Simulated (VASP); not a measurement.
A run of VASP 6.6.1 is set up as follows.

The input INCAR:

```
PREC = Accurate ; ENCUT = 520
EDIFF = 1E-6 ; ISMEAR = 0
SIGMA = 0.05 ; LREAL = F
LASPH = T ; NELM = 100
ALGO = Normal ; ISIF = 2
LWAVE = F ; LCHARG = F
GGA = PE ; NBANDS = 26
```

Contents of KPOINTS:

```
regular mesh
0
Gamma
  8 8 8
```

POSCAR

```
MgO
1.0
    3.5213164963      0.0000000000      0.0000000000
    1.7606582482     -3.0495495405     -4.2393824239
    1.7606582481      3.0495495406     -4.2393824239
Mg O
4 4
Direct
    0.8750000000      0.4583333333      0.7916666667
    0.3750000000      0.9583333333      0.2916666667
    0.1250000000      0.5416666667      0.2083333333
    0.6250000000      0.0416666667      0.7083333333
    0.6250000000      0.7083333333      0.0416666667
    0.1250000000      0.2083333333      0.5416666667
    0.3750000000      0.2916666667      0.9583333333
    0.8750000000      0.7916666667      0.4583333333
```

Potentials or basis: VASP PAW PBE potentials, release 64 (Mg, O).

Command:

```bash
$ cat potpaw_PBE.64/Mg/POTCAR potpaw_PBE.64/O/POTCAR > POTCAR
$ mpirun -np 1 vasp_std > vasp.out
```

Task: Predict the band gap on the k mesh.

Result: 3.26 eV.

Task: Predict the pressure.

Result: -0.6 GPa.

Stress tensor (GPa, compression positive):
```
-0.52  0.00  0.00
 0.00 -0.52  0.00
 0.00  0.00 -0.68
```

A k mesh can miss the band edges.
